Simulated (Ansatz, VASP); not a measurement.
## Ge in VASP and in Ansatz

```
CELL_PARAMETERS angstrom
4.07599 0.00000 0.00000
-2.03799 3.52991 0.00000
0.00000 0.00000 6.72881
ATOMIC_POSITIONS crystal
Ge 0.66667 0.33333 0.06290
Ge 0.33333 0.66667 0.56290
Ge 0.66667 0.33333 0.43710
Ge 0.33333 0.66667 0.93710
```

Change from the starting cell: volume scaled by 1.06.

Alike in both runs: task single point; functional PBEsol; k mesh 11 × 11 × 6; occupations fermi-dirac, width 0.05 eV; no spin polarisation.

|  | VASP | Ansatz |
| --- | --- | --- |
| version | VASP 6.6.1 | Ansatz 0.2.0 |
| potentials or method | VASP PAW PBE potentials, release 64 (Ge_d), cutoff 520 eV | all-electron LAPW, scalar-relativistic |

|  | VASP | Ansatz | Ansatz less VASP |
| --- | --- | --- | --- |
| pressure (GPa) | -3.6 | -3.5 | +0.10 |
| traceless stress, the component that is largest in VASP (GPa) | -0.09 | -0.09 | 0.000 |
| rms of the force components (eV/Å) | 0.012 | 0.012 | 0.0000 |

VASP's potentials were made for PBE, not for PBEsol. Atom by atom the forces differ by 0.000 eV/Å (rms over components). Ansatz ran all-electron here, and VASP with PAW potentials.
